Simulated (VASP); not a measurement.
Ti3S2, 5 atoms in the cell. It takes space group R32 (No. 155, trigonal). The conventional cell has a = 5.426 Å, b = 5.426 Å, c = 9.713 Å, α = 90.00°, β = 90.00°, γ = 120.00°. Within 3.3 Å of Ti (site symmetry 2) lie 4 S at 2.42 to 2.44 Å and 8 Ti at 3.12 to 3.24 Å. Within 3.3 Å of S (site symmetry 3) lie 6 Ti at 2.42 to 2.44 Å and 4 S at 3.13 to 3.26 Å. 

- Program: VASP 6.6.1
- Task: single point
- Functional: PBE
- Potentials or basis: VASP PAW PBE potentials, release 64 (Ti_sv, S)
- Cutoff: 520 eV
- k mesh: 6 × 6 × 6
- Occupations: methfessel-paxton, width 0.05 eV
- Spin: no spin polarisation
- Dipole correction: no
- Further INCAR settings: ALGO = Normal; EDIFF = 1e-06; NBANDS = 32

Potentials or basis: VASP PAW PBE potentials, release 64 (Ti_sv, S).

Run with:

```sh
$ cat potpaw_PBE.64/Ti_sv/POTCAR potpaw_PBE.64/S/POTCAR > POTCAR
$ mpirun -np 1 vasp_std > vasp.out
```

Hardware: 1 thread of Intel Xeon 8259CL, with other jobs on the host.

Estimate the wall time of this run.

Run time: 2.9 min on 1 thread of Intel Xeon 8259CL, on a shared host, peak memory 0.24 GiB. Counts: scf iterations 14, k points 32.
